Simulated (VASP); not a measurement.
# TaMnB4 (P6/mmm) in VASP: density of states with PBE

Aim: the density of states of TaMnB4 with PBE.

Everything below comes from runs of VASP 6.6.1. Logs are shortened: lines on timing, memory, paths and dates and some standing lists are left out, and cuts for length are marked.

## Step 1: The cell of the first run

It takes space group P6/mmm (No. 191, hexagonal). Conventional cell: a = 3.052 Å, b = 3.052 Å, c = 6.281 Å, α = 90.00°, β = 90.00°, γ = 120.00°. Ta (site symmetry 6/mmm) has 12 B at 2.43 Å and 6 Ta at 3.05 Å and 2 Mn at 3.14 Å within 3.2 Å. Mn (site symmetry 6/mmm) has 12 B at 2.30 Å within 3.0 Å. B (site symmetry 3m) has 3 B at 1.76 Å and 3 Mn at 2.30 Å within 2.3 Å.

## Step 2: Density of states, PBE, collinear spin, ferromagnetic start

Contents of POSCAR:

```
TaMnB4
1.0
    3.0519134742      0.0000000000      0.0000000000
   -1.5259567371      2.6430345988      0.0000000000
    0.0000000000      0.0000000000      6.2813188335
Ta Mn B
1 1 4
Direct
    0.0000000000      0.0000000000      0.5000000000
    0.0000000000      0.0000000000      0.0000000000
    0.3333333333      0.6666666667      0.7657949874
    0.3333333333      0.6666666667      0.2342050126
    0.6666666667      0.3333333333      0.7657949874
    0.6666666667      0.3333333333      0.2342050126
```

Contents of INCAR.step1:

```
ALGO = Normal ; EDIFF = 1E-7
ENCUT = 520 ; GGA = PE
ISIF = 2 ; ISMEAR = 0
ISPIN = 2 ; LASPH = T
LCHARG = T ; LMAXMIX = 4
LREAL = F ; LWAVE = F
MAGMOM = 0 2.35 0 0 0 0 ; NBANDS = 31
NELM = 150 ; PREC = Accurate
SIGMA = 0.1
```

Contents of KPOINTS.step1:

```
k-points
0
Gamma
  12 12 6
```

Contents of INCAR.step2:

```
ALGO = Normal ; EDIFF = 1E-7
ENCUT = 520 ; GGA = PE
ICHARG = 11 ; ISIF = 2
ISMEAR = -5 ; ISPIN = 2
LASPH = T ; LCHARG = F
LMAXMIX = 4 ; LORBIT = 11
LREAL = F ; LWAVE = F
MAGMOM = 0 2.35 0 0 0 0 ; NBANDS = 31
NEDOS = 2001 ; NELM = 150
PREC = Accurate ; SIGMA = 0.1
```

Contents of KPOINTS.step2:

```
k-points
0
Gamma
  18 18 9
```

Potentials or basis: VASP PAW PBE potentials, release 64 (Ta_pv, Mn_pv, B).

Started as:

```sh
$ cat potpaw_PBE.64/Ta_pv/POTCAR potpaw_PBE.64/Mn_pv/POTCAR potpaw_PBE.64/B/POTCAR > POTCAR
$ cp INCAR.step1 INCAR
$ cp KPOINTS.step1 KPOINTS
$ mpirun -np 1 vasp_std > vasp.out
$ cp INCAR.step2 INCAR
$ cp KPOINTS.step2 KPOINTS
$ mpirun -np 1 vasp_std > vasp.out
```

OUTCAR:

```text
EDIFF = 1E-7
   ENCUT = 520
   GGA = PE
   ICHARG = 11
   ISIF = 2
   ISMEAR = -5
   ISPIN = 2
   LASPH = T
   LORBIT = 11
   LREAL = F
   NELM = 150
   PREC = Accurate

 ion  position               nearest neighbor table
   1  0.000  0.000  0.500-   3 2.43   4 2.43   5 2.43   6 2.43   3 2.43   4 2.43   5 2.43   6 2.43
                             5 2.43   6 2.43   3 2.43   4 2.43   2 3.14   2 3.14
   2  0.000  0.000  0.000-   3 2.30   4 2.30   5 2.30   6 2.30   3 2.30   4 2.30   5 2.30   6 2.30
                             5 2.30   6 2.30   3 2.30   4 2.30   1 3.14   1 3.14
   3  0.333  0.667  0.766-   5 1.76   5 1.76   5 1.76   2 2.30   2 2.30   2 2.30   1 2.43   1 2.43
                             1 2.43
   4  0.333  0.667  0.234-   6 1.76   6 1.76   6 1.76   2 2.30   2 2.30   2 2.30   1 2.43   1 2.43
                             1 2.43
   5  0.667  0.333  0.766-   3 1.76   3 1.76   3 1.76   2 2.30   2 2.30   2 2.30   1 2.43   1 2.43
                             1 2.43
   6  0.667  0.333  0.234-   4 1.76   4 1.76   4 1.76   2 2.30   2 2.30   2 2.30   1 2.43   1 2.43
                             1 2.43

  LATTYP: Found a hexagonal cell.
 ALAT       =     3.0519134742
 C/A-ratio  =     2.0581575745

  Lattice vectors:

 A1 = (   3.0519134742,   0.0000000000,   0.0000000000)
 A2 = (  -1.5259567371,   2.6430345988,   0.0000000000)
 A3 = (   0.0000000000,   0.0000000000,   6.2813188335)

Analysis of symmetry for initial positions (statically):
=====================================================================
 Subroutine PRICEL returns:
 Original cell was already a primitive cell.

 Routine SETGRP: Setting up the symmetry group for a
 hexagonal supercell.

 Subroutine GETGRP returns: Found 24 space group operations
 (whereof 24 operations were pure point group operations)
 out of a pool of 24 trial point group operations.

The static configuration has the point symmetry D_6h.

Analysis of symmetry for dynamics (positions and initial velocities):
=====================================================================
 Subroutine PRICEL returns:
 Original cell was already a primitive cell.

 Routine SETGRP: Setting up the symmetry group for a
 hexagonal supercell.

 Subroutine GETGRP returns: Found 24 space group operations
 (whereof 24 operations were pure point group operations)
 out of a pool of 24 trial point group operations.

The dynamic configuration has the point symmetry D_6h.

Analysis of structural, dynamic, and magnetic symmetry:
=====================================================================
 Subroutine PRICEL returns:
 Original cell was already a primitive cell.

 Routine SETGRP: Setting up the symmetry group for a
 hexagonal supercell.

 Subroutine GETGRP returns: Found 24 space group operations
 (whereof 24 operations were pure point group operations)
 out of a pool of 24 trial point group operations.

The overall configuration has the point symmetry D_6h.

 Subroutine INISYM returns: Found 24 space group operations
 (whereof 24 operations are pure point group operations),
 and found     1 'primitive' translations

----------------------------------------------------------------------------------------

                                     Primitive cell

  volume of cell :      50.6671

  direct lattice vectors                    reciprocal lattice vectors
     3.051913474  0.000000000  0.000000000     0.327663287  0.189176487  0.000000000
    -1.525956737  2.643034599  0.000000000     0.000000000  0.378352974  0.000000000
     0.000000000  0.000000000  6.281318834     0.000000000  0.000000000  0.159202235

  length of vectors
     3.051913474  3.051913474  6.281318834     0.378352974  0.378352974  0.159202235

  position of ions in fractional coordinates (direct lattice)
     0.000000000  0.000000000  0.500000000
     0.000000000  0.000000000  0.000000000
     0.333333333  0.666666667  0.765794987
     0.333333333  0.666666667  0.234205013
     0.666666667  0.333333333  0.765794987
     0.666666667  0.333333333  0.234205013

  ion indices of the primitive-cell ions
   primitive index   ion index
                 1           1
                 2           2
[... 57 lines left out ...]
  0.333333  0.111111  0.000000     12.000000
  0.388889  0.111111  0.000000     12.000000
 [... further k-points ...]
   k-points           NKPTS =    185   k-points in BZ     NKDIM =    185   number of bands    NBANDS=     31
   number of dos      NEDOS =   2001   number of ions     NIONS =      6
   total plane-waves  NPLWV =  27648
   dimension x,y,z NGX =    24 NGY =   24 NGZ =   48
   dimension x,y,z NGXF=    48 NGYF=   48 NGZF=   96
   ions per type =               1   1   4
   NGX,Y,Z   is equivalent  to a cutoff of  13.07, 13.07, 12.70 a.u.
   NGXF,Y,Z  is equivalent  to a cutoff of  26.15, 26.15, 25.41 a.u.
 SYSTEM =  unknown system
   PREC   = accura    normal or accurate (medium, high low for compatibility)
   ISTART =      0    job   : 0-new  1-cont  2-samecut
   ICHARG =     11    charge: 1-file 2-atom 10-const
   ISPIN  =      2    spin polarized calculation?
   LNONCOLLINEAR =      F non collinear calculations
   LSORBIT =      F    spin-orbit coupling
   LASPH  =      T    aspherical Exc in radial PAW
   ENCUT  =  520.0 eV  38.22 Ry    6.18 a.u.   5.67  5.67 11.68*2*pi/ulx,y,z
   NELM   =    150;   NELMIN=  2; NELMDL=  0     # of ELM steps
   EDIFF  = 0.1E-06   stopping-criterion for ELM
   LREAL  =      F    real-space projection
   EDIFFG = 0.1E-05   stopping-criterion for IOM
   NSW    =      0    number of steps for IOM
   IBRION =     -1    ionic relax: 0-MD 1-quasi-New 2-CG
   NFREE  =      0    steps in history (QN), initial steepest desc. (CG)
   ISIF   =      2    stress and relaxation
   ISYM   =      2    0-nonsym 1-usesym 2-fastsym
   POTIM  = 0.5000    time-step for ionic-motion
   TEBEG  =    0.0;   TEEND  =   0.0 temperature during run
   PSTRESS=    0.0 pullay stress
   NELECT =      36.0000    total number of electrons
   NUPDOWN=      -1.0000    fix difference up-down
   EMIN   =  10.00;   EMAX   =-10.00  energy-range for DOS
   EFERMI =   0.00;   METHOD = LEGACY
   ISMEAR =    -5;   SIGMA  =   0.10  broadening in eV -4-tet -1-fermi 0-gaus
   EFERMI_NEDOS =   21; number of points for ismear=-14 and -15
   IALGO  =     38    algorithm
   IMIX   =      4    mixing-type and parameters
     AMIX     =   0.40;   BMIX     =  1.00
     AMIX_MAG =   1.60;   BMIX_MAG =  1.00
  volume/ion in A,a.u.               =       8.44        56.99
  Fermi-wavevector in a.u.,A,eV,Ry     =   1.460832  2.760573 29.035255  2.134031
  Thomas-Fermi vector in A             =   2.577235
   LORBIT       =     11    0 simple, 1 ext, 2 COOP (PROOUT), +10 PAW based schemes
   GGA     = PE    functional components
   LHFCALC =     F    Hartree Fock is set to
   AEXX    =    0.0000 exact exchange contribution
   IVDW    =     0    specifies the selected vdW correction
   LEPSILON=     F    determine dielectric tensor
   LRPA    =     F    only Hartree local field effects (RPA)
 spin polarized calculation
 Fermi weights with tetrahedron method with Bloechl corrections
  energy-cutoff  :      520.00
  volume of cell :       50.67
 maximum number of plane-waves:      1380
 NGX is ok and might be reduce to    24

 number of electron      35.9999996 magnetization       2.1815678

 Free energy of the ion-electron system (eV)
  ---------------------------------------------------
  ext. energy  EPLUGINS =         0.00000000
  ---------------------------------------------------
  free energy    TOTEN  =       -50.59206855 eV

  energy without entropy =      -50.59206855  energy(sigma->0) =      -50.59206855

 E-fermi :   9.5400     XC(G=0): -13.1876

 val. band max:        9.6024619051   @ k =   0.2778  -0.0000   0.4444
 cond. band min:       9.4164883045   @ k =   0.0000   0.0000   0.4444
 fundamental gap:     -0.1859736006
 Fermi energy:         9.5400485272

 spin component 1

 k-point     1 :       0.0000    0.0000    0.0000
  band No.  band energies     occupation
      1     -40.1749      1.00000
      2     -39.9972      1.00000
      3     -39.9972      1.00000
      4     -25.9914      1.00000
      5     -25.3933      1.00000
      6     -25.3933      1.00000
[... 781 lines left out ...]
     29      17.4475      0.00000
     30      18.1315      0.00000

 [... further k-points ...]

 spin component 2

 k-point     1 :       0.0000    0.0000    0.0000
  band No.  band energies     occupation
      1     -37.8286      1.00000
      2     -37.5717      1.00000
      3     -37.5717      1.00000
      4     -26.0229      1.00000
      5     -25.4166      1.00000
      6     -25.4166      1.00000
[... 781 lines left out ...]
     29      17.5805      0.00000
     30      18.1392      0.00000

 [... further k-points ...]

 [bands above 30 left out]

------------------------ aborting loop because EDIFF is reached ----------------------------------------

  FORCE on cell =-STRESS in cart. coord.  units (eV):
  Direction    XX          YY          ZZ          XY          YZ          ZX
  --------------------------------------------------------------------------------------
  -------------------------------------------------------------------------------------
  Total        0.3969968      0.3969968      0.3756294      0.0000000      0.0000000      0.0000000
  in kB       12.5536987     12.5536987     11.8780269      0.0000000      0.0000000      0.0000000
  external PRESSURE =      12.3284748 kB  Pullay stress =       0.0000000 kB

 VOLUME and BASIS-vectors are now :
 -----------------------------------------------------------------------------
  energy-cutoff  :      520.00
  volume of cell :       50.67
      direct lattice vectors                 reciprocal lattice vectors
     3.051913474  0.000000000  0.000000000     0.327663287  0.189176487  0.000000000
    -1.525956737  2.643034599  0.000000000     0.000000000  0.378352974  0.000000000
     0.000000000  0.000000000  6.281318834     0.000000000  0.000000000  0.159202235

 POSITION                                       TOTAL-FORCE (eV/Angst)
 -----------------------------------------------------------------------------------
      0.00000      0.00000      3.14066        -0.000000      0.000000     -0.000000
      0.00000      0.00000      0.00000         0.000000      0.000000     -0.000000
     -0.00000      1.76202      4.81020         0.000000      0.000000      0.019418
     -0.00000      1.76202      1.47112         0.000000      0.000000     -0.019418
      1.52596      0.88101      4.81020        -0.000000     -0.000000      0.019418
      1.52596      0.88101      1.47112        -0.000000     -0.000000     -0.019418
 -----------------------------------------------------------------------------------
    total drift:                               -0.000000     -0.000000     -0.000000

  FREE ENERGIE OF THE ION-ELECTRON SYSTEM (eV)
  ---------------------------------------------------
  free  energy   TOTEN  =       -50.5920685468 eV

  energy  without entropy=      -50.5920685468  energy(sigma->0) =      -50.59206855

 total charge

# of ion       s       p       d       tot
------------------------------------------
    1        0.285   6.241   2.524   9.049
    2        0.264   6.327   5.284  11.875
    3        0.666   1.319   0.000   1.986
    4        0.666   1.319   0.000   1.986
    5        0.666   1.319   0.000   1.986
    6        0.666   1.319   0.000   1.986
--------------------------------------------------
tot          3.215  17.845   7.808  28.867

 magnetization (x)

# of ion       s       p       d       tot
------------------------------------------
    1       -0.001  -0.001  -0.042  -0.044
    2        0.012   0.018   2.211   2.241
    3       -0.002  -0.001   0.000  -0.003
    4       -0.002  -0.001   0.000  -0.003
    5       -0.002  -0.001   0.000  -0.003
    6       -0.002  -0.001   0.000  -0.003
--------------------------------------------------
tot          0.001   0.015   2.169   2.185
```

It took 4.6 min on 1 thread of AMD EPYC 9R45 (Zen 5), shared host; peak memory 0.49 GiB.

What came out:

```yaml
Net_moment: 2.18 μB per cell
Site_moments: Ta -0.04; Mn +2.24; B -0.00 μB
Valence_electrons_inside_the_program's_atomic_spheres: Ta 9.05; Mn 11.88; B 1.99
```

Levels at points of the mesh, in eV from the Fermi level:
Spin up:
```csv
k point,band 17,band 18,band 19,band 20,band 21,band 22
"(0.00, 0.00, 0.00)",-1.94,-1.63,-1.63,-0.57,0.51,0.51
"(0.50, 0.00, 0.00)",-1.42,-1.18,-1.15,1.91,2.07,2.21
```
Spin down:
```tsv
k point	band 13	band 14	band 15	band 16	band 17	band 18	band 19	band 20	band 21	band 22
(0.00, 0.00, 0.00)	-2.99	-1.69	-1.69	-1.60	-1.60	-0.80	-0.80	1.01	1.01	1.01
(0.50, 0.00, 0.00)	-4.43	-4.39	-4.28	-3.55	0.12	0.88	1.29	2.24	2.79	3.28
```

Caveat: spin-orbit coupling is left out, which moves the levels of the heavy elements; a cell with one magnetic atom can't hold antiferromagnetic order, which such compounds often take; tetrahedron occupations give inexact forces and stress in metals.
